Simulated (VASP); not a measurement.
# Pt (Fm-3m) in VASP: notebook

Aim: see how the results for Pt move with the level of theory and the settings. Levels: PBE, HSE06. Tasks: single point.

Program: VASP 6.6.1. These are calculated values, not measurements. Logs are shortened: lines on timing, memory, paths and dates and some standing lists are left out, and cuts for length are marked.

## (1) The cell of the first run

The structure is cubic, space group Fm-3m (No. 225). Conventional cell: a = 3.972 Å, b = 3.972 Å, c = 3.972 Å, α = 90.00°, β = 90.00°, γ = 90.00°. Pt (site symmetry m-3m) has 12 Pt at 2.81 Å within 3.7 Å.

## (2) Single point, PBE

The input, INCAR:

```
SYSTEM = Pt
PREC     = Accurate       ! precision mode
ENCUT    = 520            ! plane-wave cutoff, eV
EDIFF    = 1E-7           ! SCF threshold, eV
ISMEAR   = -1             ! smearing method
SIGMA    = 0.1            ! smearing width, eV
LREAL    = .False.        ! projectors in reciprocal space
LASPH    = .True.         ! aspherical terms in the spheres
NELM     = 60             ! most SCF steps
ALGO     = Normal         ! electronic algorithm
ISIF     = 2              ! what is computed and relaxed
LWAVE    = .False.        ! write WAVECAR
LCHARG   = .True.         ! write CHGCAR
GGA      = PE             ! functional
LELF     = .True.         ! ELF
LVHAR    = .True.       
NBANDS   = 11             ! bands
```

The input, KPOINTS:

```
regular mesh
0
Gamma
  7 7 7
  0 0 0
```

The input, POSCAR:

```
Pt
1.0
    0.0000000000      1.9857786782      1.9857786782
    1.9857786782      0.0000000000      1.9857786782
    1.9857786782      1.9857786782      0.0000000000
Pt
1
Direct
    0.0000000000      0.0000000000      0.0000000000
```

Potentials or basis: VASP PAW PBE potentials, release 64 (Pt).

Command:

```bash
> cat potpaw_PBE.64/Pt/POTCAR > POTCAR
> mpirun -np 1 vasp_std > vasp.out
```

OUTCAR:

```text
SYSTEM = Pt
   PREC = Accurate
   ENCUT = 520
   EDIFF = 1E-7
   ISMEAR = -1
   LREAL = .False.
   LASPH = .True.
   NELM = 60
   ISIF = 2
   GGA = PE

 ion  position               nearest neighbor table
   1  0.000  0.000  0.000-

  LATTYP: Found a face centered cubic cell.
 ALAT       =     3.9715573564

  Lattice vectors:

 A1 = (   0.0000000000,   1.9857786782,   1.9857786782)
 A2 = (   1.9857786782,   0.0000000000,   1.9857786782)
 A3 = (   1.9857786782,   1.9857786782,   0.0000000000)

Analysis of symmetry for initial positions (statically):
=====================================================================
 Subroutine PRICEL returns:
 Original cell was already a primitive cell.

 Routine SETGRP: Setting up the symmetry group for a
 face centered cubic supercell.

 Subroutine GETGRP returns: Found 48 space group operations
 (whereof 48 operations were pure point group operations)
 out of a pool of 48 trial point group operations.

The static configuration has the point symmetry O_h .

Analysis of symmetry for dynamics (positions and initial velocities):
=====================================================================
 Subroutine PRICEL returns:
 Original cell was already a primitive cell.

 Routine SETGRP: Setting up the symmetry group for a
 face centered cubic supercell.

 Subroutine GETGRP returns: Found 48 space group operations
 (whereof 48 operations were pure point group operations)
 out of a pool of 48 trial point group operations.

The dynamic configuration has the point symmetry O_h .

 Subroutine INISYM returns: Found 48 space group operations
 (whereof 48 operations are pure point group operations),
 and found     1 'primitive' translations

----------------------------------------------------------------------------------------

                                     Primitive cell

  volume of cell :      15.6611

  direct lattice vectors                    reciprocal lattice vectors
     0.000000000  1.985778678  1.985778678    -0.251790396  0.251790396  0.251790396
     1.985778678  0.000000000  1.985778678     0.251790396 -0.251790396  0.251790396
     1.985778678  1.985778678  0.000000000     0.251790396  0.251790396 -0.251790396

  length of vectors
     2.808315139  2.808315139  2.808315139     0.436113759  0.436113759  0.436113759

[... 74 lines left out ...]
   LREAL  =      F    real-space projection
   EDIFFG = 0.1E-05   stopping-criterion for IOM
   NSW    =      0    number of steps for IOM
   IBRION =     -1    ionic relax: 0-MD 1-quasi-New 2-CG
   NFREE  =      0    steps in history (QN), initial steepest desc. (CG)
   ISIF   =      2    stress and relaxation
   ISYM   =      2    0-nonsym 1-usesym 2-fastsym
   POTIM  = 0.5000    time-step for ionic-motion
   TEBEG  =    0.0;   TEEND  =   0.0 temperature during run
   PSTRESS=    0.0 pullay stress
   NELECT =      10.0000    total number of electrons
   NUPDOWN=      -1.0000    fix difference up-down
   EMIN   =  10.00;   EMAX   =-10.00  energy-range for DOS
   EFERMI =   0.00;   METHOD = LEGACY
   ISMEAR =    -1;   SIGMA  =   0.10  broadening in eV -4-tet -1-fermi 0-gaus
   EFERMI_NEDOS =   21; number of points for ismear=-14 and -15
   IALGO  =     38    algorithm
   IMIX   =      4    mixing-type and parameters
     AMIX     =   0.40;   BMIX     =  1.00
     AMIX_MAG =   1.60;   BMIX_MAG =  1.00
  volume/ion in A,a.u.               =      15.66       105.69
  Fermi-wavevector in a.u.,A,eV,Ry     =   1.409724  2.663991 27.039141  1.987321
  Thomas-Fermi vector in A             =   2.531750
   LORBIT       =      0    0 simple, 1 ext, 2 COOP (PROOUT), +10 PAW based schemes
   GGA     = PE    functional components
   LHFCALC =     F    Hartree Fock is set to
   AEXX    =    0.0000 exact exchange contribution
   IVDW    =     0    specifies the selected vdW correction
   LEPSILON=     F    determine dielectric tensor
   LRPA    =     F    only Hartree local field effects (RPA)
 non-spin polarized calculation
  energy-cutoff  :      520.00
  volume of cell :       15.66
 maximum number of plane-waves:       431
 NGX is ok and might be reduce to    24
   NGX = 11   NGY = 11   NGZ = 11

 number of electron      10.0000002 magnetization

 Free energy of the ion-electron system (eV)
  ---------------------------------------------------
  ext. energy  EPLUGINS =         0.00000000
  ---------------------------------------------------
  free energy    TOTEN  =        -6.10284081 eV

  energy without entropy =       -6.04163450  energy(sigma->0) =       -6.07223765

 E-fermi :  10.6709     XC(G=0): -13.2582

 val. band max:       10.6703421819   @ k =   0.4286   0.2857   0.0000
 cond. band min:      10.7067019451   @ k =  -0.2857   0.4286   0.1429
 fundamental gap:      0.0363597632
 Fermi energy:        10.6708751125

 k-point     1 :       0.0000    0.0000    0.0000
  band No.  band energies     occupation
      1       0.7553      2.00000
      2       7.0214      2.00000
      3       7.0214      2.00000
      4       7.0214      2.00000
      5       9.0509      2.00000
      6       9.0509      2.00000
      7      25.2863      0.00000
      8      30.0425      0.00000
      9      30.0425      0.00000
     10      30.0425      0.00000
     11      35.2390      0.00000
[... 253 lines left out ...]
 k-point    20 :      -0.2857    0.4286    0.1429
  band No.  band energies     occupation
      1       5.2227      2.00000
      2       5.8048      2.00000
      3       6.8479      2.00000
      4       8.8465      2.00000
      5      10.7067      0.82276
      6      16.2276      0.00000
      7      18.3256      0.00000
      8      19.7733      0.00000
      9      23.6108      0.00000
     10      32.4019      0.00000
     11      35.5736      0.00000

------------------------ aborting loop because EDIFF is reached ----------------------------------------

  FORCE on cell =-STRESS in cart. coord.  units (eV):
  Direction    XX          YY          ZZ          XY          YZ          ZX
  --------------------------------------------------------------------------------------
  -------------------------------------------------------------------------------------
  Total        0.0864614      0.0864614      0.0864614      0.0000000     -0.0000000      0.0000000
  in kB        8.8452541      8.8452541      8.8452541      0.0000000     -0.0000000      0.0000000
  external PRESSURE =       8.8452541 kB  Pullay stress =       0.0000000 kB

 VOLUME and BASIS-vectors are now :
 -----------------------------------------------------------------------------
  energy-cutoff  :      520.00
  volume of cell :       15.66
      direct lattice vectors                 reciprocal lattice vectors
     0.000000000  1.985778678  1.985778678    -0.251790396  0.251790396  0.251790396
     1.985778678  0.000000000  1.985778678     0.251790396 -0.251790396  0.251790396
     1.985778678  1.985778678  0.000000000     0.251790396  0.251790396 -0.251790396

 POSITION                                       TOTAL-FORCE (eV/Angst)
 -----------------------------------------------------------------------------------
      0.00000      0.00000      0.00000        -0.000000     -0.000000      0.000000
 -----------------------------------------------------------------------------------
    total drift:                                0.000000      0.000000     -0.000000

  FREE ENERGIE OF THE ION-ELECTRON SYSTEM (eV)
  ---------------------------------------------------
  free  energy   TOTEN  =        -6.1028408069 eV

  energy  without entropy=       -6.0416345008  energy(sigma->0) =       -6.07223765
```

Wall time 4.6 s (1 thread of Intel Xeon Platinum 8259CL at 2.50GHz (Skylake/Cascade Lake), shared host); peak memory 0.13 GiB.

What came out:

```
Free energy            : -6.1028 eV
Pressure               : 0.9 GPa
Band gap on the k mesh : zero (band 5 reaches 10.84 eV, above the bottom of band 6 at 8.95 eV)
```

Levels at points of the mesh, in eV from the Fermi level:
```
           k point  band 2  band 3  band 4  band 5  band 6  band 7  band 8  band 9
(0.00, 0.00, 0.00)   -3.65   -3.65   -3.65   -1.62   -1.62   14.62   19.37   19.37
```

Caveat: the k points lie up to 0.39 Å⁻¹ apart; spin-orbit coupling is left out, which moves the levels of the heavy elements.

## (3) Single point, HSE06

POSCAR is that of step 2.

The input, INCAR.step1:

```
  PREC = Accurate
  ENCUT = 520
  EDIFF = 1E-5
  ISMEAR = -1
  SIGMA = 0.1
  LREAL = F
  LASPH = T
  NELM = 60
  ALGO = Normal
  ISIF = 2
  LWAVE = T
  LCHARG = F
  NBANDS = 11
  GGA = PE
```

The input, INCAR.step2:

```
  PREC = Accurate
  ENCUT = 520
  EDIFF = 1E-6
  ISMEAR = -1
  SIGMA = 0.1
  LREAL = F
  LASPH = T
  NELM = 60
  ALGO = Normal
  ISIF = 2
  LWAVE = F
  LCHARG = F
  GGA = PE
  LHFCALC = T
  HFSCREEN = 0.2079
  PRECFOCK = Normal
  NBANDS = 11
  ISTART = 1
```

The input, KPOINTS:

```
Automatic mesh
0
Gamma
  7 7 7
```

Potentials or basis: VASP PAW PBE potentials, release 64 (Pt).

Command:

```bash
> cat potpaw_PBE.64/Pt/POTCAR > POTCAR
> cp INCAR.step1 INCAR
> mpirun -np 1 vasp_std > vasp.out
> cp INCAR.step2 INCAR
> mpirun -np 1 vasp_std > vasp.out
```

It took 12 min on 1 thread of Intel Xeon Platinum 8259CL at 2.50GHz (Skylake/Cascade Lake), shared host; peak memory 0.25 GiB.

Results (log left out):

| Property | Result |
| --- | --- |
| Free energy | -6.9092 eV |
| Pressure | -7.1 GPa |
| Band gap on the k mesh | zero (band 5 reaches 10.34 eV, above the bottom of band 6 at 7.77 eV) |

Levels at points of the mesh, in eV from the Fermi level:
| k point | band 3 | band 4 | band 5 | band 6 | band 7 | band 8 |
| --- | --- | --- | --- | --- | --- | --- |
| (0.00, 0.00, 0.00) | -4.18 | -4.18 | -2.19 | -2.19 | 16.01 | 20.99 |

Caveat: the k points lie up to 0.39 Å⁻¹ apart; the PAW data sets were made with another functional, which shifts forces and pressure a little; spin-orbit coupling is left out, which moves the levels of the heavy elements.
